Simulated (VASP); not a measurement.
CuO: single point with PBE

Crystal: CuO.

```
Cu O
1.0
     2.04055   -2.04375    0.15948
     2.04055    2.04375    0.15948
    -0.40302    0.00000    5.12349
Cu O
2 2
Cartesian
  1.0203 1.0219 0.0797
  0.8188 -1.0219 2.6415
  1.9398 -0.0006 1.4404
  1.7383 0.0006 4.0021
```

```
Program             : VASP 6.6.1
Task                : single point
Functional          : PBE
Potentials or basis : VASP PAW PBE potentials, release 64 (Cu, O)
Cutoff              : 520 eV
k mesh              : 12 × 12 × 8
Occupations         : gaussian, width 0.05 eV
Spin                : collinear spin
Starting moments    : [0.05, 0.05, 0.0, 0.0] μB
```

```yaml
Pressure: 6.9 GPa
Band_gap_on_the_k_mesh: zero (filled and empty bands overlap)
Net_moment: 0.02 μB per cell
Valence_electrons_inside_the_program's_atomic_spheres: Cu 9.94; O 4.97
```

Stress tensor (GPa, compression positive):
```
 6.69  0.00 -0.04
 0.00  6.69  0.00
-0.04  0.00  7.22
```

Levels at points of the mesh, in eV from the Fermi level:
Spin up:
```csv
k point,band 13,band 14,band 15,band 16,band 17,band 18,band 19,band 20,band 21,band 22
"(0.00, 0.00, 0.00)",-2.51,-2.48,-2.39,-2.04,0.66,0.67,1.48,6.16,7.38,13.51
"(0.50, 0.00, 0.00)",-2.35,-1.99,-1.64,-1.56,0.21,0.45,3.58,5.99,6.63,11.10
"(0.50, 0.50, 0.00)",-2.43,-2.43,-1.65,-1.24,-1.24,1.16,2.08,7.16,10.00,10.03
"(0.00, 0.00, 0.50)",-2.40,-2.40,-1.61,-1.61,0.08,0.08,3.56,3.56,11.68,11.68
"(0.50, 0.00, 0.50)",-2.49,-2.46,-2.10,-1.89,-0.15,0.67,4.26,5.97,8.37,9.03
"(0.50, 0.50, 0.50)",-2.02,-2.02,-1.47,-1.47,-0.50,-0.50,3.96,3.96,10.80,10.80
```
Spin down:
```tsv
k point	band 13	band 14	band 15	band 16	band 17	band 18	band 19	band 20	band 21	band 22
(0.00, 0.00, 0.00)	-2.50	-2.47	-2.38	-2.04	0.67	0.68	1.49	6.16	7.38	13.51
(0.50, 0.00, 0.00)	-2.35	-1.98	-1.64	-1.56	0.22	0.46	3.58	6.00	6.63	11.10
(0.50, 0.50, 0.00)	-2.43	-2.43	-1.63	-1.23	-1.23	1.17	2.08	7.16	10.01	10.03
(0.00, 0.00, 0.50)	-2.40	-2.40	-1.60	-1.60	0.09	0.09	3.57	3.57	11.69	11.69
(0.50, 0.00, 0.50)	-2.48	-2.45	-2.09	-1.88	-0.14	0.68	4.26	5.97	8.38	9.03
(0.50, 0.50, 0.50)	-2.02	-2.02	-1.46	-1.46	-0.49	-0.49	3.96	3.96	10.81	10.81
```

It took 17 min on 1 thread of Oxide Virtual Turin-like Processor, on a shared host, peak memory 0.57 GiB.

Caveat: the cell stands under pressure; semilocal functionals often make such compounds metallic where correlation or magnetic order opens a gap, which also shifts bond lengths. With open d or f shells a metallic result of PBE can be an artefact of self-interaction; +U or a hybrid may open a gap.
